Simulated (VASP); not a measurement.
The system is Ba5Y3.

```
CELL_PARAMETERS angstrom
6.49083 0.00000 0.00000
-3.24541 5.62122 0.00000
0.00000 0.00000 7.31095
ATOMIC_POSITIONS crystal
Ba 0.50000 0.00000 0.00000
Ba 0.00000 0.50000 0.00000
Ba 0.50000 0.50000 0.00000
Ba 0.00000 0.00000 0.00000
Ba 0.00000 0.00000 0.50000
Y 0.50000 0.00000 0.50000
Y 0.00000 0.50000 0.50000
Y 0.50000 0.50000 0.50000
```

The cell was generated, and may not be a known phase.

| Quantity | Value |
| --- | --- |
| Program | VASP 6.6.1 |
| Task | relaxation of cell and atoms |
| Functional | PBE |
| Potentials or basis | VASP PAW PBE potentials, release 64 (Ba_sv, Y_sv) |
| Cutoff | 600 eV |
| k mesh | 3 × 3 × 4 |
| Occupations | gaussian, width 0.1 eV |
| Spin | no spin polarisation |

At the start: pressure 9.1 GPa; volume 33.34 Å³/atom.

Problem. Where does the relaxation end?

Solution. Over 7 steps the energy falls by 415.9 meV/atom and the volume is 45.77 Å³/atom (+37.3 %); space group P6/mmm (No. 191, to 0.1 Å) before and after.

The path:
```tsv
step	energy change (eV)	largest force (eV/Å)	pressure (GPa)	volume (Å³)
1	0.0000	0.0000	9.15	266.75
2	-3.1393	0.0000	0.99	344.37
3	-3.2991	0.0000	0.52	351.96
4	-3.3052	0.0000	0.43	354.33
5	-3.3056	0.0000	0.32	357.10
6	-3.3246	0.0000	0.07	362.88
7	-3.3275	0.0000	-0.06	366.13
```

Final structure:
```
CELL_PARAMETERS angstrom
7.61689 0.00000 0.00000
-3.80845 6.59642 0.00000
0.00000 0.00000 7.28705
ATOMIC_POSITIONS crystal
Ba 0.50000 0.00000 0.00000
Ba 0.00000 0.50000 0.00000
Ba 0.50000 0.50000 0.00000
Ba 0.00000 0.00000 0.00000
Ba 0.00000 0.00000 0.50000
Y 0.50000 0.00000 0.50000
Y 0.00000 0.50000 0.50000
Y 0.50000 0.50000 0.50000
```

Caveat: the k points lie up to 0.32 Å⁻¹ apart in the final cell, too coarse for converged energies and pressures of a metal; the volume moved by over 15 % at a fixed basis, so the end points are rough.
